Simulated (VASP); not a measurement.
# Cu (P-3m1) in VASP: single point with PBE

Aim: the single point of Cu with PBE.

Program: VASP 6.6.1. These are calculated values, not measurements. Logs are shortened: lines on timing, memory, paths and dates and some standing lists are left out, and cuts for length are marked.

**1. The cell of the first run**

Symmetry: P-3m1, No. 164, trigonal system. Conventional cell: a = 2.589 Å, b = 2.589 Å, c = 4.449 Å, α = 90.00°, β = 90.00°, γ = 120.00°. Within 3.2 Å of Cu (site symmetry 3m) lie 12 Cu at 2.42 to 2.96 Å.

**2. Single point, PBE (strained and its atoms moved)**

File INCAR:

```
ALGO = Fast ; EDIFF = 1E-7
ENCUT = 520 ; GGA = PE
ISIF = 2 ; ISMEAR = 0
LASPH = True ; LCHARG = False
LREAL = False ; LWAVE = False
NBANDS = 18 ; NELM = 100
PREC = Accurate ; SIGMA = 0.1
```

File KPOINTS:

```
k-points
0
Gamma
  18 18 8
```

File POSCAR:

```
Cu
1.0
    2.5894920230      0.0000000000      0.0000000000
   -1.2947460115      2.2425658748      0.0000000000
    0.0000000000      0.0000000000      4.4492260621
Cu
2
Direct
    0.3333333300      0.6666666700      0.2864735344
    0.6666666700      0.3333333300      0.7135264656
```

Potentials or basis: VASP PAW PBE potentials, release 64 (Cu).

Command:

```
$ cat potpaw_PBE.64/Cu/POTCAR > POTCAR
$ mpirun -np 1 vasp_std > vasp.out
```

OUTCAR:

```text
EDIFF = 1E-7
   ENCUT = 520
   GGA = PE
   ISIF = 2
   ISMEAR = 0
   LASPH = True
   LREAL = False
   NELM = 100
   PREC = Accurate

 ion  position               nearest neighbor table
   1  0.333  0.667  0.286-   2 2.42   2 2.42   2 2.42
   2  0.667  0.333  0.714-   1 2.42   1 2.42   1 2.42

  LATTYP: Found a hexagonal cell.
 ALAT       =     2.5894920230
 C/A-ratio  =     1.7181848882

  Lattice vectors:

 A1 = (   2.5894920230,   0.0000000000,   0.0000000000)
 A2 = (  -1.2947460115,   2.2425658748,   0.0000000000)
 A3 = (   0.0000000000,   0.0000000000,   4.4492260621)

Analysis of symmetry for initial positions (statically):
=====================================================================
 Subroutine PRICEL returns:
 Original cell was already a primitive cell.

 Routine SETGRP: Setting up the symmetry group for a
 hexagonal supercell.

 Subroutine GETGRP returns: Found 12 space group operations
 (whereof 12 operations were pure point group operations)
 out of a pool of 24 trial point group operations.

The static configuration has the point symmetry D_3d.

Analysis of symmetry for dynamics (positions and initial velocities):
=====================================================================
 Subroutine PRICEL returns:
 Original cell was already a primitive cell.

 Routine SETGRP: Setting up the symmetry group for a
 hexagonal supercell.

 Subroutine GETGRP returns: Found 12 space group operations
 (whereof 12 operations were pure point group operations)
 out of a pool of 24 trial point group operations.

The dynamic configuration has the point symmetry D_3d.

 Subroutine INISYM returns: Found 12 space group operations
 (whereof 12 operations are pure point group operations),
 and found     1 'primitive' translations

----------------------------------------------------------------------------------------

                                     Primitive cell

  volume of cell :      25.8371

  direct lattice vectors                    reciprocal lattice vectors
     2.589492023  0.000000000  0.000000000     0.386176127  0.222958891  0.000000000
    -1.294746012  2.242565875  0.000000000     0.000000000  0.445917782  0.000000000
     0.000000000  0.000000000  4.449226062     0.000000000  0.000000000  0.224758191

  length of vectors
     2.589492023  2.589492023  4.449226062     0.445917782  0.445917782  0.224758191

  position of ions in fractional coordinates (direct lattice)
     0.333333330  0.666666670  0.286473534
     0.666666670  0.333333330  0.713526466

  ion indices of the primitive-cell ions
   primitive index   ion index
                 1           1
                 2           2

----------------------------------------------------------------------------------------

 KPOINTS: k-points

Automatic generation of k-mesh.
 Grid dimensions read from file:
 generate k-points for:   18   18    8

 Generating k-lattice:

  Cartesian coordinates                     Fractional coordinates (reciprocal lattice)
     0.021454229  0.012386605  0.000000000     0.055555556  0.000000000  0.000000000
     0.000000000  0.024773210  0.000000000     0.000000000  0.055555556  0.000000000
     0.000000000  0.000000000  0.028094774     0.000000000  0.000000000  0.125000000

  Length of vectors
     0.024773210  0.024773210  0.028094774

  Shift w.r.t. Gamma in fractional coordinates (k-lattice)
     0.000000000  0.000000000  0.000000000

 Subroutine IBZKPT returns following result:
 ===========================================

 Found    266 irreducible k-points:

 Following reciprocal coordinates:
            Coordinates               Weight
  0.000000  0.000000  0.000000      1.000000
  0.055556  0.000000  0.000000      6.000000
  0.111111  0.000000  0.000000      6.000000
  0.166667  0.000000  0.000000      6.000000
  0.222222  0.000000  0.000000      6.000000
  0.277778  0.000000  0.000000      6.000000
[... 16 lines left out ...]
  0.333333  0.111111  0.000000     12.000000
  0.388889  0.111111  0.000000     12.000000
 [... further k-points ...]
   k-points           NKPTS =    266   k-points in BZ     NKDIM =    266   number of bands    NBANDS=     18
   number of dos      NEDOS =    301   number of ions     NIONS =      2
   total plane-waves  NPLWV =  14400
   dimension x,y,z NGX =    20 NGY =   20 NGZ =   36
   dimension x,y,z NGXF=    40 NGYF=   40 NGZF=   72
   ions per type =               2
   NGX,Y,Z   is equivalent  to a cutoff of  12.84, 12.84, 13.45 a.u.
   NGXF,Y,Z  is equivalent  to a cutoff of  25.68, 25.68, 26.90 a.u.
 SYSTEM =  unknown system
   PREC   = accura    normal or accurate (medium, high low for compatibility)
   ISTART =      0    job   : 0-new  1-cont  2-samecut
   ICHARG =      2    charge: 1-file 2-atom 10-const
   ISPIN  =      1    spin polarized calculation?
   LNONCOLLINEAR =      F non collinear calculations
   LSORBIT =      F    spin-orbit coupling
   LASPH  =      T    aspherical Exc in radial PAW
   ENCUT  =  520.0 eV  38.22 Ry    6.18 a.u.   4.81  4.81  8.27*2*pi/ulx,y,z
   NELM   =    100;   NELMIN=  2; NELMDL= -5     # of ELM steps
   EDIFF  = 0.1E-06   stopping-criterion for ELM
   LREAL  =      F    real-space projection
   EDIFFG = 0.1E-05   stopping-criterion for IOM
   NSW    =      0    number of steps for IOM
   IBRION =     -1    ionic relax: 0-MD 1-quasi-New 2-CG
   NFREE  =      0    steps in history (QN), initial steepest desc. (CG)
   ISIF   =      2    stress and relaxation
   ISYM   =      2    0-nonsym 1-usesym 2-fastsym
   POTIM  = 0.5000    time-step for ionic-motion
   TEBEG  =    0.0;   TEEND  =   0.0 temperature during run
   PSTRESS=    0.0 pullay stress
   NELECT =      22.0000    total number of electrons
   NUPDOWN=      -1.0000    fix difference up-down
   EMIN   =  10.00;   EMAX   =-10.00  energy-range for DOS
   EFERMI =   0.00;   METHOD = LEGACY
   ISMEAR =     0;   SIGMA  =   0.10  broadening in eV -4-tet -1-fermi 0-gaus
   EFERMI_NEDOS =   21; number of points for ismear=-14 and -15
   IALGO  =     68    algorithm
   IMIX   =      4    mixing-type and parameters
     AMIX     =   0.40;   BMIX     =  1.00
     AMIX_MAG =   1.60;   BMIX_MAG =  1.00
  volume/ion in A,a.u.               =      12.92        87.18
  Fermi-wavevector in a.u.,A,eV,Ry     =   1.551676  2.932242 32.758715  2.407698
  Thomas-Fermi vector in A             =   2.656161
   LORBIT       =      0    0 simple, 1 ext, 2 COOP (PROOUT), +10 PAW based schemes
   GGA     = PE    functional components
   LHFCALC =     F    Hartree Fock is set to
   AEXX    =    0.0000 exact exchange contribution
   IVDW    =     0    specifies the selected vdW correction
   LEPSILON=     F    determine dielectric tensor
   LRPA    =     F    only Hartree local field effects (RPA)
 non-spin polarized calculation
 RMM-DIIS sequential band-by-band and
 Gauss-broadening in eV      SIGMA  =   0.10
  energy-cutoff  :      520.00
  volume of cell :       25.84
 maximum number of plane-waves:       713
   NGX =  9   NGY =  9   NGZ = 17

 number of electron      22.0000001 magnetization

 Free energy of the ion-electron system (eV)
  ---------------------------------------------------
  ext. energy  EPLUGINS =         0.00000000
  ---------------------------------------------------
  free energy    TOTEN  =        -7.15771584 eV

  energy without entropy =       -7.15314145  energy(sigma->0) =       -7.15542865

 E-fermi :   6.5515     XC(G=0): -12.1587

 val. band max:        6.5267594156   @ k =   0.1667   0.1111   0.2500
 cond. band min:       6.5527304819   @ k =   0.1111   0.0556   0.1250
 fundamental gap:      0.0259710664
 Fermi energy:         6.5515210360

 k-point     1 :       0.0000    0.0000    0.0000
  band No.  band energies     occupation
      1      -2.2621      2.00000
      2       1.6648      2.00000
      3       3.6516      2.00000
      4       3.6812      2.00000
      5       3.6812      2.00000
      6       3.7624      2.00000
[... 10 lines left out ...]
     17      28.2898      0.00000
     18      29.5961      0.00000

 k-point     2 :       0.0556    0.0000    0.0000
  band No.  band energies     occupation
      1      -2.1652      2.00000
      2       1.7241      2.00000
      3       3.5699      2.00000
      4       3.7118      2.00000
      5       3.7324      2.00000
      6       3.7606      2.00000
[... 10 lines left out ...]
     17      28.4967      0.00000
     18      30.7604      0.00000

 k-point     3 :       0.1111    0.0000    0.0000
  band No.  band energies     occupation
      1      -1.8775      2.00000
      2       1.8910      2.00000
      3       3.4455      2.00000
      4       3.6721      2.00000
      5       3.7882      2.00000
      6       3.8532      2.00000
[... 10 lines left out ...]
     17      28.7993      0.00000
     18      30.1242      0.00000

 k-point     4 :       0.1667    0.0000    0.0000
  band No.  band energies     occupation
      1      -1.4087      2.00000
      2       2.1286      2.00000
      3       3.2822      2.00000
      4       3.5791      2.00000
      5       3.8152      2.00000
      6       3.8469      2.00000
[... 10 lines left out ...]
     17      27.5610      0.00000
     18      28.3082      0.00000

 k-point     5 :       0.2222    0.0000    0.0000
  band No.  band energies     occupation
      1      -0.7793      2.00000
      2       2.3599      2.00000
      3       3.0828      2.00000
      4       3.4846      2.00000
      5       3.6305      2.00000
      6       3.8508      2.00000
[... 10 lines left out ...]
     17      25.1646      0.00000
     18      26.6718      0.00000

 k-point     6 :       0.2778    0.0000    0.0000
  band No.  band energies     occupation
      1      -0.0311      2.00000
      2       2.4756      2.00000
      3       2.8754      2.00000
      4       3.4324      2.00000
      5       3.6290      2.00000
      6       3.8130      2.00000
[... 307 lines left out ...]
 k-point    21 :       0.2222    0.1111    0.0000
  band No.  band energies     occupation
      1       0.2166      2.00000
      2       2.5997      2.00000
      3       2.8535      2.00000
      4       3.2813      2.00000
      5       3.5228      2.00000
      6       3.8727      2.00000
[... 10 lines left out ...]
     17      23.4981      0.00000
     18      26.0879      0.00000

 k-point    22 :       0.2778    0.1111    0.0000
  band No.  band energies     occupation
      1       0.9741      2.00000
      2       2.5606      2.00000
      3       2.7131      2.00000
      4       3.2876      2.00000
      5       3.6248      2.00000
      6       3.8461      2.00000
[... 10 lines left out ...]
     17      21.4047      0.00000
     18      25.4789      0.00000

 k-point    23 :       0.3333    0.1111    0.0000
  band No.  band energies     occupation
      1       1.6030      2.00000
      2       2.4508      2.00000
      3       2.6069      2.00000
      4       3.4030      2.00000
      5       3.6990      2.00000
      6       3.8704      2.00000
[... 10 lines left out ...]
     17      19.5695      0.00000
     18      25.0343      0.00000

 k-point    24 :       0.3889    0.1111    0.0000
  band No.  band energies     occupation
      1       1.9842      2.00000
      2       2.3334      2.00000
      3       2.5371      2.00000
      4       3.5274      2.00000
      5       3.7795      2.00000
      6       3.8084      2.00000
[... 10 lines left out ...]
     17      18.1395      0.00000
     18      24.9672      0.00000

 [... further k-points ...]
[... 5 lines left out ...]
  --------------------------------------------------------------------------------------
  -------------------------------------------------------------------------------------
  Total       -0.1938517     -0.1938517     -0.1040845      0.0000000     -0.0000000      0.0000000
  in kB      -12.0208724    -12.0208724     -6.4543511      0.0000000     -0.0000000      0.0000000
  external PRESSURE =     -10.1653653 kB  Pullay stress =       0.0000000 kB

 VOLUME and BASIS-vectors are now :
 -----------------------------------------------------------------------------
  energy-cutoff  :      520.00
  volume of cell :       25.84
      direct lattice vectors                 reciprocal lattice vectors
     2.589492023  0.000000000  0.000000000     0.386176127  0.222958891  0.000000000
    -1.294746012  2.242565875  0.000000000     0.000000000  0.445917782  0.000000000
     0.000000000  0.000000000  4.449226062     0.000000000  0.000000000  0.224758191

 POSITION                                       TOTAL-FORCE (eV/Angst)
 -----------------------------------------------------------------------------------
     -0.00000      1.49504      1.27459         0.000000      0.000000     -1.495965
      1.29475      0.74752      3.17464        -0.000000     -0.000000      1.495965
 -----------------------------------------------------------------------------------
    total drift:                               -0.000000      0.000000      0.000000

  FREE ENERGIE OF THE ION-ELECTRON SYSTEM (eV)
  ---------------------------------------------------
  free  energy   TOTEN  =        -7.1577158380 eV

  energy  without entropy=       -7.1531414534  energy(sigma->0) =       -7.15542865
```

Wall time 71 s (1 thread of Intel Xeon 6975P-C (Granite Rapids), shared host); peak memory 0.21 GiB.

What came out:

```
Free energy            : -7.1577 eV
Pressure               : -1.0 GPa
Largest force          : 1.496 eV/Å
Band gap on the k mesh : zero (band 11 reaches 10.63 eV, above the bottom of band 12 at 4.90 eV)
```

Forces in eV/Å, atoms in the order of the input:
```
Cu   0.000  0.000 -1.496
Cu   0.000  0.000  1.496
```

Stress tensor (GPa, compression positive):
```
-1.20  0.00  0.00
 0.00 -1.20  0.00
 0.00  0.00 -0.65
```

Levels at points of the mesh, in eV from the Fermi level:
```
           k point  band 8  band 9  band 10  band 11  band 12  band 13  band 14  band 15
(0.00, 0.00, 0.00)   -2.18   -2.18    -1.60    -1.60    -0.90     2.41    21.17    21.44
(0.50, 0.00, 0.00)   -1.59   -1.57    -1.43     0.09     1.55     6.55     8.24     8.86
(0.00, 0.00, 0.50)   -2.70   -2.02    -2.02    -1.65    -1.65     8.91    12.20    21.51
(0.50, 0.00, 0.50)   -1.74   -1.55    -1.45     0.35     0.95     4.33     4.78    14.88
```

Caveat: the cell differs from its parent crystal (strained and its atoms moved); forces of over 1 eV/Å act on the atoms, so gaps and moduli don't describe the material at rest.
